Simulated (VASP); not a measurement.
Cl:

```
CELL_PARAMETERS angstrom
3.07265 -2.19770 0.00000
3.07265 2.19770 0.00000
0.00000 0.00000 8.15370
ATOMIC_POSITIONS crystal
Cl 0.87630 0.12370 0.10250
Cl 0.62370 0.37630 0.60250
Cl 0.12370 0.87630 0.89750
Cl 0.37630 0.62370 0.39750
```

| Quantity | Value |
| --- | --- |
| Program | VASP 6.6.1 |
| Task | relaxation of cell and atoms |
| Functional | PBE |
| Potentials or basis | VASP PAW PBE potentials, release 64 (Cl) |
| Cutoff | 600 eV |
| k mesh | 5 × 5 × 2 |
| Occupations | fermi-dirac, width 0.05 eV |
| Spin | no spin polarisation |

At the start: pressure 1.5 GPa; volume 27.53 Å³/atom.

Where does the relaxation end?

Over 29 steps the energy falls by 25.9 meV/atom and the volume is 34.43 Å³/atom (+25.1 %); space group Cmce (No. 64, to 0.1 Å) before and after.

Step by step:
```
step  energy change (eV)  largest force (eV/Å)  pressure (GPa)  volume (Å³)
   1              0.0000                0.2503            1.52       110.12
   2             -0.0090                0.5146           -0.33       114.34
   3             -0.0154                0.2380            0.35       112.64
   4             -0.0380                0.1873            0.27       115.64
   5             -0.0793                0.0376            0.18       124.87
   6             -0.0877                0.3404            0.39       144.28
   7             -0.0923                0.2311            0.30       138.40
   8             -0.0637                0.6242           -1.17       147.96
   9             -0.0949                0.0245           -0.08       140.47
  10             -0.0949                0.0287           -0.07       140.42
  11             -0.0957                0.0264           -0.06       140.01
  12             -0.0978                0.0194           -0.04       138.77
  13             -0.1006                0.0086            0.01       136.29
  14             -0.0980                0.0312            0.22       131.30
  15             -0.1012                0.0136            0.06       134.99
  16             -0.0979                0.2514           -0.41       135.71
  17             -0.1013                0.0316           -0.01       135.11
  18             -0.1019                0.0351           -0.02       135.32
  19             -0.1030                0.0471           -0.06       135.92
  20             -0.1013                0.1745            0.34       135.64
  21             -0.1032                0.0048            0.04       135.85
  22             -0.1032                0.0094            0.04       136.04
  23             -0.1034                0.0236            0.05       136.62
  24             -0.1034                0.0510            0.08       137.77
  25             -0.1035                0.0382            0.07       137.25
  26             -0.1035                0.0327            0.06       137.33
  27             -0.1035                0.0166            0.02       137.56
  28             -0.1035                0.0198           -0.05       138.04
  29             -0.1036                0.0076            0.00       137.73
```

Final structure:
```
Cl
1.0
     3.77689   -2.18270    0.00000
     3.77689    2.18270    0.00000
     0.00000    0.00000    8.35347
Cl
4
Cartesian
  3.7769 -1.6857 0.8746
  3.7769 -0.4970 5.0513
  3.7769 1.6857 7.4789
  3.7769 0.4970 3.3021
```

Caveat: the volume moved by over 15 % at a fixed basis, so the end points are rough; this functional lacks dispersion, which holds the molecules together, so the pressure and a relaxed volume are unreliable.
